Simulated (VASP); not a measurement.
Set up this calculation in VASP 6.6.1, as the native input.

| Item | Value |
| --- | --- |
| Task | single point |
| Functional | PBE |
| Potentials or basis | VASP PAW PBE potentials, release 64 (Mo_sv) |
| Cutoff | 520 eV |
| k mesh | 9 × 9 × 1 |
| Occupations | fermi-dirac, width 0.05 eV |
| Spin | no spin polarisation |
| Dipole correction | yes |
| Further INCAR settings | ALGO = Normal; EDIFF = 1e-06; NBANDS = 51 |

The structure of Mo lies in POSCAR:

```
Mo
1.0
    2.8496403282      0.0000000000      0.0000000000
    0.0000000000      2.8496403282      0.0000000000
    0.0000000000      0.0000000000     25.0750000000
Mo
6
Direct
    0.5000000000      0.5000000000      0.2991026919
    0.0000000000      0.0000000000      0.3794616152
    0.5000000000      0.5000000000      0.4598205384
    0.0000000000      0.0000000000      0.5379957312
    0.5000000000      0.5000000000      0.6154420277
    0.0000000000      0.0000000000      0.6905441397
```

The input as run:

INCAR

```
SYSTEM = Mo
PREC = Accurate ; ENCUT = 520
EDIFF = 1E-6 ; ISMEAR = -1
SIGMA = 0.05 ; LREAL = .False.
LASPH = .True. ; NELM = 80
ALGO = Normal ; ISIF = 2
LWAVE = .False. ; LCHARG = .True.
LDIPOL = .True. ; IDIPOL = 3
DIPOL = 0.5 0.5 0.497 ; GGA = PE
LELF = .True. ; LVHAR = .True.
LVACPOTAV = .True. ; NBANDS = 51
```

KPOINTS

```
Automatic mesh
0
Gamma
  9 9 1
  0 0 0
```

Potentials or basis: VASP PAW PBE potentials, release 64 (Mo_sv).

Launch:

```console
$ cat potpaw_PBE.64/Mo_sv/POTCAR > POTCAR
$ mpirun -np 1 vasp_std > vasp.out
```

It gave:

The largest force is 0.507 eV/Å and the band gap on the k mesh is zero (bands 42 and 43 overlap by 1.80 eV).

It took 11 min on 1 thread of Intel Xeon 8259CL (shared host), peak memory 0.38 GiB.
